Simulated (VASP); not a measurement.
# Si (a cell with a defect) in VASP: notebook

Runs on Si (a cell with a defect). Level: PBE. Tasks: relaxation of the atoms.

Program: VASP 6.6.1. These are calculated values, not measurements. Logs are shortened: lines on timing, memory, paths and dates and some standing lists are left out, and cuts for length are marked.

**1. The cell of the first run**

The cell holds a defect, 17 atoms: a = 7.679 Å, b = 7.679 Å, c = 7.679 Å, α = 60.00°, β = 60.00°, γ = 60.00°.

**2. Relaxation of the atoms, PBE**

Contents of INCAR:

```
SYSTEM = Si
PREC = Accurate
ENCUT = 520
EDIFF = 1E-7
ISMEAR = -1
SIGMA = 0.05
LREAL = Auto
LASPH = .True.
NELM = 60
ALGO = Normal
ISIF = 2
LWAVE = .False.
LCHARG = .False.
GGA = PE
IBRION = 2
NSW = 80
EDIFFG = -0.03
```

Contents of KPOINTS:

```
regular mesh
0
Gamma
  2 2 2
  0 0 0
```

Contents of POSCAR:

```
Si
1.0
    0.0000000000      5.4300000000      5.4300000000
    5.4300000000      0.0000000000      5.4300000000
    5.4300000000      5.4300000000      0.0000000000
Si
17
Direct
    0.0000000000      0.0000000000      0.0000000000
    0.1250000000      0.1250000000      0.1250000000
    0.0000000000      0.0000000000      0.5000000000
    0.1250000000      0.1250000000      0.6250000000
    0.0000000000      0.5000000000      0.0000000000
    0.1250000000      0.6250000000      0.1250000000
    0.0000000000      0.5000000000      0.5000000000
    0.1250000000      0.6250000000      0.6250000000
    0.5000000000      0.0000000000      0.0000000000
    0.6250000000      0.1250000000      0.1250000000
    0.5000000000      0.0000000000      0.5000000000
    0.6250000000      0.1250000000      0.6250000000
    0.5000000000      0.5000000000      0.0000000000
    0.6250000000      0.6250000000      0.1250000000
    0.5000000000      0.5000000000      0.5000000000
    0.6250000000      0.6250000000      0.6250000000
    0.8112749400      0.5596954500      0.8009618600
```

Potentials or basis: VASP PAW PBE potentials, release 64 (Si).

Run with:

```sh
$ cat potpaw_PBE.64/Si/POTCAR > POTCAR
$ mpirun -np 1 vasp_std > vasp.out
```

OUTCAR:

```text
SYSTEM = Si
   PREC = Accurate
   ENCUT = 520
   EDIFF = 1E-7
   ISMEAR = -1
   LREAL = Auto
   LASPH = .True.
   NELM = 60
   ISIF = 2
   GGA = PE
   IBRION = 2
   NSW = 80
   EDIFFG = -0.03

 ion  position               nearest neighbor table
   1  0.000  0.000  0.000-   2 2.35   4 2.35   6 2.35  10 2.35
   2  0.125  0.125  0.125-   1 2.35   3 2.35   5 2.35   9 2.35
   3  0.000  0.000  0.500-   2 2.35   4 2.35   8 2.35  12 2.35
   4  0.125  0.125  0.625-   1 2.35   3 2.35   7 2.35  11 2.35
   5  0.000  0.500  0.000-  17 2.34   6 2.35   8 2.35  14 2.35   2 2.35
   6  0.125  0.625  0.125-   1 2.35   5 2.35   7 2.35  13 2.35
   7  0.000  0.500  0.500-  17 2.17   6 2.35   8 2.35  16 2.35   4 2.35
   8  0.125  0.625  0.625-  17 2.27   5 2.35   7 2.35  15 2.35   3 2.35
   9  0.500  0.000  0.000-   2 2.35  10 2.35  12 2.35  14 2.35
  10  0.625  0.125  0.125-   1 2.35   9 2.35  11 2.35  13 2.35
  11  0.500  0.000  0.500-   4 2.35  10 2.35  12 2.35  16 2.35
  12  0.625  0.125  0.625-   3 2.35   9 2.35  11 2.35  15 2.35
  13  0.500  0.500  0.000-  17 2.24  10 2.35  14 2.35  16 2.35   6 2.35
  14  0.625  0.625  0.125-  17 2.34   9 2.35  13 2.35  15 2.35   5 2.35
  15  0.500  0.500  0.500-   8 2.35  12 2.35  14 2.35  16 2.35
  16  0.625  0.625  0.625-  17 2.16  11 2.35  13 2.35  15 2.35   7 2.35
  17  0.811  0.560  0.801-  16 2.16   7 2.17  13 2.24   8 2.27  14 2.34   5 2.34

  LATTYP: Found a face centered cubic cell.
 ALAT       =    10.8600000000

  Lattice vectors:

 A1 = (   0.0000000000,   5.4300000000,   5.4300000000)
 A2 = (   5.4300000000,   0.0000000000,   5.4300000000)
 A3 = (   5.4300000000,   5.4300000000,   0.0000000000)

Analysis of symmetry for initial positions (statically):
=====================================================================
 Subroutine PRICEL returns:
 Original cell was already a primitive cell.

 Routine SETGRP: Setting up the symmetry group for a
 face centered cubic supercell.

 Subroutine GETGRP returns: Found  1 space group operations
 (whereof  1 operations were pure point group operations)
 out of a pool of 48 trial point group operations.

The static configuration has the point symmetry C_1 .

Analysis of symmetry for dynamics (positions and initial velocities):
=====================================================================
 Subroutine PRICEL returns:
 Original cell was already a primitive cell.

 Routine SETGRP: Setting up the symmetry group for a
 face centered cubic supercell.

 Subroutine GETGRP returns: Found  1 space group operations
 (whereof  1 operations were pure point group operations)
 out of a pool of 48 trial point group operations.

The dynamic configuration has the point symmetry C_1 .

 Subroutine INISYM returns: Found  1 space group operations
 (whereof  1 operations are pure point group operations),
 and found     1 'primitive' translations

[... 115 lines left out ...]
   POTIM  = 0.5000    time-step for ionic-motion
   TEBEG  =    0.0;   TEEND  =   0.0 temperature during run
   PSTRESS=    0.0 pullay stress
   NELECT =      68.0000    total number of electrons
   NUPDOWN=      -1.0000    fix difference up-down
   EMIN   =  10.00;   EMAX   =-10.00  energy-range for DOS
   EFERMI =   0.00;   METHOD = LEGACY
   ISMEAR =    -1;   SIGMA  =   0.05  broadening in eV -4-tet -1-fermi 0-gaus
   EFERMI_NEDOS =   21; number of points for ismear=-14 and -15
   IALGO  =     38    algorithm
   IMIX   =      4    mixing-type and parameters
     AMIX     =   0.40;   BMIX     =  1.00
     AMIX_MAG =   1.60;   BMIX_MAG =  1.00
  volume/ion in A,a.u.               =      18.84       127.11
  Fermi-wavevector in a.u.,A,eV,Ry     =   0.976715  1.845724 12.979587  0.953973
  Thomas-Fermi vector in A             =   2.107356
   LORBIT       =      0    0 simple, 1 ext, 2 COOP (PROOUT), +10 PAW based schemes
   GGA     = PE    functional components
   LHFCALC =     F    Hartree Fock is set to
   AEXX    =    0.0000 exact exchange contribution
   IVDW    =     0    specifies the selected vdW correction
   LEPSILON=     F    determine dielectric tensor
   LRPA    =     F    only Hartree local field effects (RPA)
 conjugate gradient relaxation of ions
 non-spin polarized calculation
  energy-cutoff  :      520.00
  volume of cell :      320.21
 maximum number of plane-waves:      8646
 NGX is ok and might be reduce to    60
   NGX = 29   NGY = 29   NGZ = 29

--------------------------------------- Ionic step        1  -------------------------------------------

 number of electron      68.0000003 magnetization

 Free energy of the ion-electron system (eV)
  ---------------------------------------------------
  ext. energy  EPLUGINS =         0.00000000
  ---------------------------------------------------
  free energy    TOTEN  =       -86.62426358 eV

  energy without entropy =      -86.59071440  energy(sigma->0) =      -86.60748899

------------------------ aborting loop because EDIFF is reached ----------------------------------------

  FORCE on cell =-STRESS in cart. coord.  units (eV):
  Direction    XX          YY          ZZ          XY          YZ          ZX
  --------------------------------------------------------------------------------------
  -------------------------------------------------------------------------------------
  Total       15.4624254     15.5972828     15.1504839      4.3364617      4.3199225     -4.3765403
  in kB       77.3675271     78.0422974     75.8067018     21.6978457     21.6150904    -21.8983822
  external PRESSURE =      77.0721754 kB  Pullay stress =       0.0000000 kB
[... 134 lines left out ...]
  FREE ENERGIE OF THE ION-ELECTRON SYSTEM (eV)
  ---------------------------------------------------
  free  energy   TOTEN  =       -87.3808870855 eV

  energy  without entropy=      -87.3543171414  energy(sigma->0) =      -87.36760211

[... ionic steps 4 to 19 ...]

--------------------------------------- Ionic step       20  -------------------------------------------

 number of electron      68.0000000 magnetization

------------------------ aborting loop because EDIFF is reached ----------------------------------------
[... 97 lines left out ...]
--------------------------------------- Ionic step       22  -------------------------------------------

 number of electron      68.0000000 magnetization

 Free energy of the ion-electron system (eV)
  ---------------------------------------------------
  ext. energy  EPLUGINS =         0.00000000
  ---------------------------------------------------
  free energy    TOTEN  =       -87.69876708 eV

  energy without entropy =      -87.67035223  energy(sigma->0) =      -87.68455966

 E-fermi :   6.7077     XC(G=0):  -9.6907

 val. band max:        6.4873469322   @ k =   0.5000   0.0000   0.5000
 cond. band min:       6.7245732870   @ k =   0.0000   0.5000   0.0000
 fundamental gap:      0.2372263547
 Fermi energy:         6.7077401029

 k-point     1 :       0.0000    0.0000    0.0000
  band No.  band energies     occupation
      1      -6.2185      2.00000
      2      -3.8994      2.00000
      3      -3.6321      2.00000
      4      -3.6305      2.00000
      5      -3.3938      2.00000
      6      -2.5348      2.00000
[... 401 lines left out ...]
  FREE ENERGIE OF THE ION-ELECTRON SYSTEM (eV)
  ---------------------------------------------------
  free  energy   TOTEN  =       -87.6987670798 eV

  energy  without entropy=      -87.6703522337  energy(sigma->0) =      -87.68455966

 reached required accuracy - stopping structural energy minimisation
```

Run time: 50 min. Hardware: 1 thread of Intel Xeon Platinum 8259CL at 2.50GHz (Skylake/Cascade Lake), shared host; peak memory 0.53 GiB.

Results:

| Quantity | Value |
| --- | --- |
| Free energy | -87.6988 eV |
| Energy gained by relaxing | 63.2 meV/atom |
| Ionic steps | 22 |
| Pressure after relaxing | 4.8 GPa |
| Largest force after relaxing | 0.019 eV/Å |
| Band gap on the k mesh | 0.02 eV |

Forces in eV/Å, atoms in the order of the input:
```
Si   0.005  0.009  0.000
Si  -0.003 -0.006 -0.005
Si   0.001  0.001 -0.005
Si  -0.001 -0.007  0.010
Si   0.016 -0.006  0.009
Si   0.005 -0.012  0.006
Si   0.002 -0.002 -0.003
Si  -0.003  0.005 -0.002
Si  -0.010 -0.002  0.003
Si   0.007 -0.002  0.003
Si  -0.008 -0.003 -0.011
Si   0.009  0.007  0.004
Si   0.003 -0.003  0.002
Si  -0.004  0.011 -0.003
Si  -0.011  0.007 -0.008
Si   0.000  0.003  0.005
Si  -0.009 -0.001 -0.004
```

Step by step:
```tsv
step	energy change (eV)	largest force (eV/Å)	pressure (GPa)
1	0.0000	3.2619	7.71
2	-0.7304	1.2747	6.34
3	-0.7566	0.8754	6.39
4	-0.8703	0.4244	6.13
5	-0.8708	0.4252	6.12
6	-0.9045	0.3097	6.05
7	-0.9156	0.2588	5.98
8	-0.9426	0.1933	5.92
9	-0.9914	0.3606	5.71
10	-0.9565	0.8183	5.27
11	-0.9986	0.5117	5.58
12	-1.0121	0.4775	5.52
13	-1.0432	0.3725	5.32
14	-1.0652	0.1835	4.89
15	-1.0654	0.1841	4.93
16	-1.0704	0.1062	4.89
17	-1.0723	0.0687	4.86
18	-1.0729	0.0601	4.85
19	-1.0737	0.0366	4.83
20	-1.0742	0.0325	4.83
21	-1.0743	0.0341	4.83
22	-1.0745	0.0194	4.82
```

Final structure:
```xyz
17
Lattice="0.0000 5.4300 5.4300 5.4300 0.0000 5.4300 5.4300 5.4300 0.0000" Properties=species:S:1:pos:R:3 pbc="T T T"
Si    5.6242   10.6562    5.6280
Si    1.4097    1.3742    1.4132
Si    8.0843    2.7673    5.4444
Si    4.0479    4.0114    1.4136
Si    2.7931    0.1041    2.7976
Si    4.2577    1.1630    4.2611
Si    5.3179    2.6264    2.7985
Si    6.7014    4.1491    4.1711
Si    5.4414    2.7676    8.0874
Si    1.4100    4.0118    4.0509
Si    8.0846    5.4114    8.0878
Si    3.8791    6.9724    3.8823
Si    2.7943    2.6264    5.3203
Si    4.1677    4.1485    6.7046
Si    5.2434    5.6079    5.2467
Si    6.7018    6.6841    6.7044
Si    7.4499    8.8325    7.4526
```

Caveat: the k points lie up to 0.50 Å⁻¹ apart; the smearing spreads over this small gap; semilocal functionals underestimate gaps, and a narrow one can read as zero.

**3. Relaxation of the atoms, PBE**

Contents of INCAR:

```
PREC     = Accurate       # precision mode
ENCUT    = 520            # plane-wave cutoff, eV
EDIFF    = 1E-7           # SCF threshold, eV
ISMEAR   = -1             # smearing method
SIGMA    = 0.05           # smearing width, eV
LREAL    = Auto         
LASPH    = T              # aspherical terms in the spheres
NELM     = 100            # most SCF steps
ALGO     = Normal         # electronic algorithm
ISIF     = 2              # what is computed and relaxed
LWAVE    = F              # write WAVECAR
LCHARG   = F              # write CHGCAR
GGA      = PE             # functional
IBRION   = 2              # ionic algorithm
NSW      = 80             # ionic steps
EDIFFG   = -0.03          # ionic threshold
```

Contents of KPOINTS:

```
regular mesh
0
Gamma
  2 2 2
```

POSCAR, as its differences from that of step 2:

```diff
@@ -24,2 +24,2 @@
     0.6250000000      0.6250000000      0.6250000000
-    0.8112749400      0.5596954500      0.8009618600
+    0.8098527000      0.3107408000      0.8161652000
```

Potentials or basis: VASP PAW PBE potentials, release 64 (Si).

Run with:

```sh
$ cat potpaw_PBE.64/Si/POTCAR > POTCAR
$ mpirun -np 1 vasp_std > vasp.out
```

It took 31 min on 1 thread of Oxide Virtual Turin-like, shared host; peak memory 0.5 GiB.

It converged, with:

```yaml
Free_energy: -87.6987 eV
Energy_gained_by_relaxing: 56.0 meV/atom
Ionic_steps: 16
Pressure_after_relaxing: 4.8 GPa
Largest_force_after_relaxing: 0.028 eV/Å
Band_gap_on_the_k_mesh: 0.02 eV
```

Forces on the atoms (eV/Å):
```
Si  -0.005  0.013  0.011
Si   0.019 -0.001  0.006
Si  -0.006  0.004 -0.006
Si  -0.007 -0.010  0.001
Si  -0.008 -0.011 -0.025
Si   0.003  0.002 -0.003
Si   0.006  0.007  0.004
Si  -0.003 -0.004  0.011
Si  -0.017 -0.019  0.010
Si  -0.001  0.001 -0.016
Si   0.000 -0.001 -0.004
Si   0.020  0.018  0.003
Si   0.014 -0.006  0.009
Si  -0.004  0.021  0.010
Si   0.004 -0.004 -0.009
Si  -0.010 -0.008  0.003
Si  -0.003 -0.003 -0.005
```

Stress tensor (GPa, compression positive):
```
 4.79 -0.46 -0.46
-0.46  4.79 -0.46
-0.46 -0.46  4.79
```

The path:
```
step  energy change (eV)  largest force (eV/Å)  pressure (GPa)
   1              0.0000                2.4288            7.55
   2             -0.6917                0.6787            6.26
   3             -0.6918                0.6817            6.26
   4             -0.7599                0.3959            6.13
   5             -0.7690                0.3825            6.07
   6             -0.7961                0.2004            6.00
   7             -0.8016                0.3052            5.96
   8             -0.8267                0.2647            5.90
   9             -0.8815                0.2596            5.68
  10             -0.9028                0.4790            5.18
  11             -0.9085                0.4172            5.35
  12             -0.9283                0.3241            5.21
  13             -0.9517                0.0849            4.82
  14             -0.9517                0.0768            4.81
  15             -0.9525                0.0324            4.80
  16             -0.9527                0.0283            4.79
```

Final structure:
```cif
data_structure
_symmetry_space_group_name_H-M 'P 1'
_symmetry_Int_Tables_number 1
_cell_length_a 7.6792
_cell_length_b 7.6792
_cell_length_c 7.6792
_cell_angle_alpha 60.000
_cell_angle_beta 60.000
_cell_angle_gamma 60.000
_cell_volume 320.21
loop_
_atom_site_label
_atom_site_type_symbol
_atom_site_fract_x
_atom_site_fract_y
_atom_site_fract_z
_atom_site_occupancy
Si1 Si 0.00875 0.97501 0.00978 1
Si2 Si 0.12647 0.11244 0.12655 1
Si3 Si 0.01229 0.99832 0.49837 1
Si4 Si 0.15018 0.11504 0.61581 1
Si5 Si 0.98192 0.48196 0.98226 1
Si6 Si 0.10756 0.60760 0.10783 1
Si7 Si 0.00928 0.50939 0.47516 1
Si8 Si 0.12639 0.62640 0.61304 1
Si9 Si 0.49817 0.99819 0.01299 1
Si10 Si 0.61532 0.11549 0.15049 1
Si11 Si 0.51742 0.01746 0.51780 1
Si12 Si 0.64311 0.14316 0.64347 1
Si13 Si 0.47498 0.50884 0.00972 1
Si14 Si 0.61235 0.62651 0.12658 1
Si15 Si 0.49830 0.51238 0.49836 1
Si16 Si 0.61498 0.65021 0.61588 1
Si17 Si 0.81239 0.31236 0.81208 1
```

Levels at points of the mesh, in eV from the valence-band top:
```tsv
k point	band 32	band 33	band 34	band 35	band 36	band 37
(0.00, 0.00, 0.00)	-0.64	-0.64	-0.47	0.02	0.02	0.32
(0.50, 0.00, 0.00)	-1.32	-0.81	-0.29	0.32	0.67	0.99
(0.00, 0.50, 0.00)	-1.32	-0.81	-0.29	0.32	0.67	0.99
(0.00, 0.00, 0.50)	-1.32	-0.81	-0.29	0.32	0.67	0.99
(0.50, 0.50, 0.50)	-1.23	-1.23	0.00	0.48	0.48	1.26
(0.50, 0.50, 0.00)	-1.68	-0.37	-0.24	0.56	1.47	1.54
(0.00, 0.50, 0.50)	-1.68	-0.37	-0.24	0.56	1.47	1.54
(0.50, 0.00, 0.50)	-1.68	-0.37	-0.24	0.56	1.47	1.54
```

Caveat: the k points lie up to 0.50 Å⁻¹ apart; the smearing spreads over this small gap; semilocal functionals underestimate gaps, and a narrow one can read as zero.

The gap in the log of VASP goes by the Fermi energy; the results here count the filled bands.